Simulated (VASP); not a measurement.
A run of VASP 6.6.1:

File INCAR:

```
SYSTEM = HfSn3O8
PREC = Accurate ; ENCUT = 520
EDIFF = 1E-7 ; ISMEAR = -1
SIGMA = 0.02 ; LREAL = .False.
LASPH = .True. ; NELM = 60
ALGO = Normal ; ISIF = 2
LWAVE = .False. ; LCHARG = .True.
GGA = PS ; LELF = .True.
LVHAR = .True. ; NBANDS = 62
```

Contents of KPOINTS:

```
regular mesh
0
Gamma
  6 6 4
  0 0 0
```

The input POSCAR:

```
HfSn3O8
1.0
    3.3913136975     -3.3799290009      0.0000000000
    3.3913136975      3.3799290009      0.0000000000
    0.0000000000      0.0000000000      6.4288739701
Hf Sn O
1 3 8
Direct
    0.5000000000      0.5000000000      0.0000000000
    0.0000000000      0.0000000000      0.7494527234
    0.5000000000      0.5000000000      0.5000000000
    0.0000000000      0.0000000000      0.2505472766
    0.1934186893      0.1934186893      0.0000000000
    0.8065813107      0.8065813107      0.0000000000
    0.6947688252      0.3052311748      0.7498130020
    0.3052311748      0.6947688252      0.7498130020
    0.1950254885      0.1950254885      0.5000000000
    0.8049745115      0.8049745115      0.5000000000
    0.6947688252      0.3052311748      0.2501869980
    0.3052311748      0.6947688252      0.2501869980
```

Potentials or basis: VASP PAW PBE potentials, release 64 (Hf_pv, Sn_d, O).

Command:

```console
$ cat potpaw_PBE.64/Hf_pv/POTCAR potpaw_PBE.64/Sn_d/POTCAR potpaw_PBE.64/O/POTCAR > POTCAR
$ mpirun -np 1 vasp_std > vasp.out
```

Hardware: 1 thread of AMD EPYC 9R14 (Zen 4), with other jobs on the host.

Estimate the wall time of this run.

It took 4.4 min on 1 thread of AMD EPYC 9R14 (Zen 4) (shared host), peak memory 0.39 GiB. Counts: scf iterations 16, k points 39.
